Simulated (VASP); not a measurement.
# Se (P6_3/mmc) in VASP: notebook

Runs on Se. Level: PBE+D3(BJ). Tasks: single point, relaxation of cell and atoms.

Everything below comes from runs of VASP 6.6.1. Logs are shortened: lines on timing, memory, paths and dates and some standing lists are left out, and cuts for length are marked.

## (1) The cell of the first run

The structure is hexagonal, space group P6_3/mmc (No. 194). Conventional cell: a = 3.520 Å, b = 3.520 Å, c = 3.891 Å, α = 90.00°, β = 90.00°, γ = 120.00°. Within 3.7 Å of Se (site symmetry -6m2) lie 12 Se at 2.81 to 3.52 Å.

## (2) Single point, PBE+D3(BJ)

Contents of INCAR:

```
  ALGO = Normal
  EDIFF = 1E-6
  ENCUT = 520
  GGA = PE
  ISIF = 2
  ISMEAR = 0
  IVDW = 12
  LASPH = True
  LCHARG = False
  LREAL = False
  LWAVE = False
  NBANDS = 13
  NELM = 100
  PREC = Accurate
  SIGMA = 0.1
```

Contents of KPOINTS:

```
k-points
0
Gamma
  6 6 4
```

Contents of POSCAR:

```
Se
1.0
    3.5196919393      0.0000000000      0.0000000000
   -1.7598459696      3.0481426329      0.0000000000
    0.0000000000      0.0000000000      3.8910133626
Se
2
Direct
    0.6666666667      0.3333333333      0.2499954613
    0.3333333333      0.6666666667      0.7500045387
```

Potentials or basis: VASP PAW PBE potentials, release 64 (Se).

The run is started by

```sh
$ cat potpaw_PBE.64/Se/POTCAR > POTCAR
$ mpirun -np 1 vasp_std > vasp.out
```

OUTCAR:

```text
EDIFF = 1E-6
   ENCUT = 520
   GGA = PE
   ISIF = 2
   ISMEAR = 0
   IVDW = 12
   LASPH = True
   LREAL = False
   NELM = 100
   PREC = Accurate
 IVDW          = 12

 ion  position               nearest neighbor table
   1  0.667  0.333  0.250-
   2  0.333  0.667  0.750-

  LATTYP: Found a hexagonal cell.
 ALAT       =     3.5196919393
 C/A-ratio  =     1.1054982736

  Lattice vectors:

 A1 = (   3.5196919393,   0.0000000000,   0.0000000000)
 A2 = (  -1.7598459696,   3.0481426329,   0.0000000000)
 A3 = (   0.0000000000,   0.0000000000,   3.8910133626)

Analysis of symmetry for initial positions (statically):
=====================================================================
 Subroutine PRICEL returns:
 Original cell was already a primitive cell.

 Routine SETGRP: Setting up the symmetry group for a
 hexagonal supercell.

 Subroutine GETGRP returns: Found 12 space group operations
 (whereof 12 operations were pure point group operations)
 out of a pool of 24 trial point group operations.

The static configuration has the point symmetry D_3d.

Analysis of symmetry for dynamics (positions and initial velocities):
=====================================================================
 Subroutine PRICEL returns:
 Original cell was already a primitive cell.

 Routine SETGRP: Setting up the symmetry group for a
 hexagonal supercell.

 Subroutine GETGRP returns: Found 12 space group operations
 (whereof 12 operations were pure point group operations)
 out of a pool of 24 trial point group operations.

The dynamic configuration has the point symmetry D_3d.

 Subroutine INISYM returns: Found 12 space group operations
 (whereof 12 operations are pure point group operations),
 and found     1 'primitive' translations

----------------------------------------------------------------------------------------

                                     Primitive cell

  volume of cell :      41.7448

  direct lattice vectors                    reciprocal lattice vectors
     3.519691939  0.000000000  0.000000000     0.284115774  0.164034319  0.000000000
    -1.759845970  3.048142633  0.000000000     0.000000000  0.328068637  0.000000000
     0.000000000  0.000000000  3.891013363     0.000000000  0.000000000  0.257002458

  length of vectors
     3.519691939  3.519691939  3.891013363     0.328068637  0.328068637  0.257002458

  position of ions in fractional coordinates (direct lattice)
     0.666666667  0.333333333  0.249995461
     0.333333333  0.666666667  0.750004539
[... 85 lines left out ...]
   TEBEG  =    0.0;   TEEND  =   0.0 temperature during run
   PSTRESS=    0.0 pullay stress
   NELECT =      12.0000    total number of electrons
   NUPDOWN=      -1.0000    fix difference up-down
   EMIN   =  10.00;   EMAX   =-10.00  energy-range for DOS
   EFERMI =   0.00;   METHOD = LEGACY
   ISMEAR =     0;   SIGMA  =   0.10  broadening in eV -4-tet -1-fermi 0-gaus
   EFERMI_NEDOS =   21; number of points for ismear=-14 and -15
   IALGO  =     38    algorithm
   IMIX   =      4    mixing-type and parameters
     AMIX     =   0.40;   BMIX     =  1.00
     AMIX_MAG =   1.60;   BMIX_MAG =  1.00
  volume/ion in A,a.u.               =      20.87       140.85
  Fermi-wavevector in a.u.,A,eV,Ry     =   1.080441  2.041737 15.882796  1.167353
  Thomas-Fermi vector in A             =   2.216432
   LORBIT       =      0    0 simple, 1 ext, 2 COOP (PROOUT), +10 PAW based schemes
   GGA     = PE    functional components
   LHFCALC =     F    Hartree Fock is set to
   AEXX    =    0.0000 exact exchange contribution
   IVDW    =    12    specifies the selected vdW correction
   LEPSILON=     F    determine dielectric tensor
   LRPA    =     F    only Hartree local field effects (RPA)
 non-spin polarized calculation
 Gauss-broadening in eV      SIGMA  =   0.10
  energy-cutoff  :      520.00
  volume of cell :       41.74
 maximum number of plane-waves:      1143
 NGX is ok and might be reduce to    28
   NGX = 13   NGY = 13   NGZ = 15

 number of electron      12.0000000 magnetization

 Free energy of the ion-electron system (eV)
  ---------------------------------------------------
  ext. energy  EPLUGINS =         0.00000000
  ---------------------------------------------------
  free energy    TOTEN  =        -6.21036534 eV

  energy without entropy =       -6.20432985  energy(sigma->0) =       -6.20734760

 E-fermi :   5.1729     XC(G=0): -10.3587

 val. band max:        5.1031226309   @ k =   0.3333   0.1667   0.2500
 cond. band min:       5.4713031808   @ k =   0.1667   0.1667   0.0000
 fundamental gap:      0.3681805499
 Fermi energy:         5.1728703376

 k-point     1 :       0.0000    0.0000    0.0000
  band No.  band energies     occupation
      1     -11.0009      2.00000
      2      -4.8409      2.00000
      3      -0.0428      2.00000
      4       3.4391      2.00000
      5       3.4391      2.00000
      6       6.5065      0.00000
      7       6.5065      0.00000
      8       9.2387      0.00000
      9       9.6564      0.00000
     10      13.1258      0.00000
     11      15.5648      0.00000
     12      15.5648      0.00000
     13      17.3231      0.00000
[... 354 lines left out ...]
  band No.  band energies     occupation
      1      -7.3332      2.00000
      2      -7.3332      2.00000
      3      -0.9353      2.00000
      4      -0.9353      2.00000
      5       1.5687      2.00000
      6       1.5690      2.00000
      7       8.9554      0.00000
      8       8.9554      0.00000
      9      15.8173      0.00000
     10      15.8175      0.00000
     11      17.8277      0.00000
     12      17.8277      0.00000
     13      19.1006      0.00000

------------------------ aborting loop because EDIFF is reached ----------------------------------------

 Edisp (eV)   -0.83552

 E8    (eV) :    -0.3429

  FORCE on cell =-STRESS in cart. coord.  units (eV):
  Direction    XX          YY          ZZ          XY          YZ          ZX
  --------------------------------------------------------------------------------------
  -------------------------------------------------------------------------------------
  Total       0.00007     0.00007     0.06801     0.00000     0.00000    -0.00000
  in kB       0.00261     0.00261     2.61008     0.00000     0.00000    -0.00000
  external pressure =        0.87 kB  Pullay stress =        0.00 kB

 VOLUME and BASIS-vectors are now :
 -----------------------------------------------------------------------------
  energy-cutoff  :      520.00
  volume of cell :       41.74
      direct lattice vectors                 reciprocal lattice vectors
     3.519691939  0.000000000  0.000000000     0.284115774  0.164034319  0.000000000
    -1.759845970  3.048142633  0.000000000     0.000000000  0.328068637  0.000000000
     0.000000000  0.000000000  3.891013363     0.000000000  0.000000000  0.257002458

 POSITION                                       TOTAL-FORCE (eV/Angst)
 -----------------------------------------------------------------------------------
      1.75985      1.01605      0.97274        -0.000000      0.000000      0.000158
     -0.00000      2.03210      2.91828         0.000000      0.000000     -0.000158
 -----------------------------------------------------------------------------------
    total drift:                                0.000000     -0.000000      0.000000

  FREE ENERGIE OF THE ION-ELECTRON SYSTEM (eV)
  ---------------------------------------------------
  free  energy   TOTEN  =        -7.0458872068 eV

  energy  without entropy=       -7.0398517117  energy(sigma->0) =       -7.04286946
```

Wall time 9.2 s (1 thread of Intel Xeon Platinum 8375C at 2.90GHz (Ice Lake), shared host); peak memory 0.16 GiB.

What came out:

| Quantity | Value |
| --- | --- |
| Free energy | -7.0459 eV |
| Pressure | 0.1 GPa |
| Band gap on the k mesh | zero (band 6 reaches 6.51 eV, above the bottom of band 7 at 3.60 eV) |
| Dispersion energy per atom | -0.418 eV |

Caveat: the k points lie up to 0.40 Å⁻¹ apart; pairwise dispersion overbinds metals, which lowers pressure and volume.

## (3) Single point, PBE+D3(BJ)

This run uses another cell than the first one, of 21.28 Å³/atom, 1.020 times its volume.

Contents of INCAR:

```
ALGO = Normal ; EDIFF = 1E-6
ENCUT = 520 ; GGA = PE
ISIF = 2 ; ISMEAR = 0
IVDW = 12 ; LASPH = True
LCHARG = False ; LREAL = False
LWAVE = False ; NBANDS = 13
NELM = 100 ; PREC = Accurate
SIGMA = 0.1
```

Contents of KPOINTS:

```
k-points
0
Gamma
  18 18 14
```

Contents of POSCAR:

```
Se
1.0
    3.5906924045      0.0000000000      0.0000000000
   -1.7953462022      3.1096308395      0.0000000000
    0.0000000000      0.0000000000      3.8124600874
Se
2
Direct
    0.6666666667      0.3333333333      0.2500000000
    0.3333333333      0.6666666667      0.7500000000
```

Potentials or basis: VASP PAW PBE potentials, release 64 (Se).

The run is started by

```sh
$ cat potpaw_PBE.64/Se/POTCAR > POTCAR
$ mpirun -np 1 vasp_std > vasp.out
```

Run time: 84 s. Hardware: 1 thread of Intel Xeon Platinum 8375C at 2.90GHz (Ice Lake), shared host; peak memory 0.27 GiB.

It converged, with:

- Free energy: -7.0784 eV
- Pressure: 0.1 GPa
- Band gap on the k mesh: zero (band 6 reaches 6.14 eV, above the bottom of band 7 at 3.59 eV)
- Dispersion energy per atom: -0.409 eV

Levels at points of the mesh, in eV from the Fermi level:
| k point | band 4 | band 5 | band 6 | band 7 | band 8 | band 9 |
| --- | --- | --- | --- | --- | --- | --- |
| (0.00, 0.00, 0.00) | -2.30 | -2.30 | 0.90 | 0.90 | 3.61 | 4.08 |
| (0.50, 0.00, 0.00) | -3.96 | -2.94 | -0.88 | -0.71 | 2.37 | 3.97 |
| (0.00, 0.00, 0.50) | -0.95 | -0.61 | -0.61 | -0.61 | -0.61 | 8.16 |
| (0.50, 0.00, 0.50) | -6.52 | -1.71 | -1.71 | 1.14 | 1.14 | 8.90 |

Caveat: pairwise dispersion overbinds metals, which lowers pressure and volume.

## (4) Relaxation of cell and atoms, PBE+D3(BJ)

Contents of INCAR:

```
ALGO = Normal ; EDIFF = 1E-7
EDIFFG = -0.01 ; ENCUT = 600
GGA = PE ; IBRION = 2
ISIF = 3 ; ISMEAR = 0
IVDW = 12 ; LASPH = T
LCHARG = F ; LREAL = F
LWAVE = F ; NELM = 80
NSW = 100 ; PREC = Accurate
SIGMA = 0.1
```

KPOINTS is that of step 3.

Contents of POSCAR:

```
Se
1.0
    3.5196919393      0.0000000000      0.0000000000
   -1.7598459696      3.0481426329      0.0000000000
    0.0000000000      0.0000000000      3.8910133626
Se
2
Direct
    0.6666666667      0.3333333333      0.2500000000
    0.3333333333      0.6666666667      0.7500000000
```

The run is started by

```sh
$ cat potpaw_PBE.64/Se/POTCAR > POTCAR
$ mpirun -np 1 vasp_std > vasp.out
```

It took 4.2 min on 1 thread of Intel Xeon Platinum 8375C at 2.90GHz (Ice Lake), shared host; peak memory 0.28 GiB.

It converged, with:

```yaml
Free_energy: -7.0784 eV
Relaxed_volume: 21.29 Å³/atom
Relaxed_cell: a = 3.590 Å, b = 3.590 Å, c = 3.815 Å, α = 90.00°, β = 90.00°, γ = 120.00°
Space_group_after_relaxing_to_0.05_Å: P6_3/mmc (No. 194)
Energy_gained_by_relaxing: 4.9 meV/atom
Ionic_steps: 6
Pressure_after_relaxing: 0.0 GPa
Band_gap_on_the_k_mesh: zero (band 6 reaches 6.14 eV, above the bottom of band 7 at 3.59 eV)
Dispersion_energy_per_atom: -0.409 eV
```

Step by step:
```
step  energy change (eV)  largest force (eV/Å)  pressure (GPa)  volume (Å³)
   1              0.0000                0.0000            0.45        41.74
   2             -0.0062                0.0000            0.23        42.10
   3             -0.0098                0.0000           -0.09        42.64
   4             -0.0098                0.0000           -0.07        42.62
   5             -0.0098                0.0000            0.08        42.54
   6             -0.0098                0.0000            0.02        42.58
```

Final structure:
```xyz
2
Lattice="3.5900 0.0000 0.0000 -1.7950 3.1090 0.0000 0.0000 0.0000 3.8146" Properties=species:S:1:pos:R:3 pbc="T T T"
Se    1.7950    1.0363    0.9536
Se    0.0000    2.0727    2.8609
```

Levels at points of the mesh, in eV from the Fermi level:
| k point | band 4 | band 5 | band 6 | band 7 | band 8 | band 9 |
| --- | --- | --- | --- | --- | --- | --- |
| (0.00, 0.00, 0.00) | -2.29 | -2.29 | 0.90 | 0.90 | 3.61 | 4.08 |
| (0.50, 0.00, 0.00) | -3.95 | -2.94 | -0.88 | -0.71 | 2.36 | 3.97 |
| (0.00, 0.00, 0.50) | -0.95 | -0.60 | -0.60 | -0.60 | -0.60 | 8.16 |
| (0.50, 0.00, 0.50) | -6.52 | -1.71 | -1.71 | 1.14 | 1.14 | 8.90 |

Caveat: pairwise dispersion overbinds metals, which lowers pressure and volume.

## (5) Summary

| task | cell | k mesh | cutoff (eV) | gap on the mesh (eV) | pressure (GPa) |
| --- | --- | --- | --- | --- | --- |
| single point | a = 3.520, b = 3.520, c = 3.891 Å, angles 90.0, 90.0, 120.0°, 2 atoms | 6 × 6 × 4 | 520 | none | 0.1 |
| single point | a = 3.591, b = 3.591, c = 3.812 Å, angles 90.0, 90.0, 120.0°, 2 atoms | 18 × 18 × 14 | 520 | none | 0.1 |
| relaxation of cell and atoms | relaxed from a = 3.520, b = 3.520, c = 3.891 Å, angles 90.0, 90.0, 120.0°, 2 atoms | 18 × 18 × 14 | 600 | none | 0.0 |

Alike in all rows: level PBE+D3(BJ); potentials or basis VASP PAW PBE potentials, release 64 (Se); no spin polarisation; smearing gaussian 0.1 eV.

Caveats: some runs use coarse meshes; pairwise dispersion overbinds metals, which lowers pressure and volume.

Total energies depend on the potentials used, so only differences within one code and one set of settings carry meaning.
